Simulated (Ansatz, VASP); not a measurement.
**One calculation of C, two programs**

```
CELL_PARAMETERS angstrom
1.22803 0.70900 3.34701
-1.22803 0.70900 3.34701
0.00000 -1.41800 3.34701
ATOMIC_POSITIONS crystal
C 0.21101 0.21101 0.06997
C 0.83600 0.83600 0.83600
```

Alike in both runs: task single point; functional LDA; k mesh 12 × 12 × 12; occupations gaussian, width 0.05 eV; no spin polarisation.

|  | VASP | Ansatz |
| --- | --- | --- |
| version | VASP 6.6.1 | Ansatz 0.2.0 |
| potentials or method | VASP PAW LDA potentials, release 64 (C), cutoff 520 eV | scalar-relativistic, plane waves, PAW |
| valence electrons in the cell | 8 | 8 |

|  | VASP | Ansatz | Ansatz less VASP |
| --- | --- | --- | --- |
| gap on the k mesh at the Fermi level (eV) | none | none | - |
| pressure (GPa) | 10.7 | 10.2 | -0.48 |
| traceless stress, the component that is largest in VASP (GPa) | 25.61 | 25.10 | -0.510 |
| rms of the force components (eV/Å) | 4.480 | 4.490 | +0.0097 |

LDA's correlation is that of Perdew and Zunger in VASP and of Perdew and Wang (1992) in Ansatz. Atom by atom the forces differ by 0.010 eV/Å (rms over components). A gap of «none» marks a metal or a gap that the smearing closes.
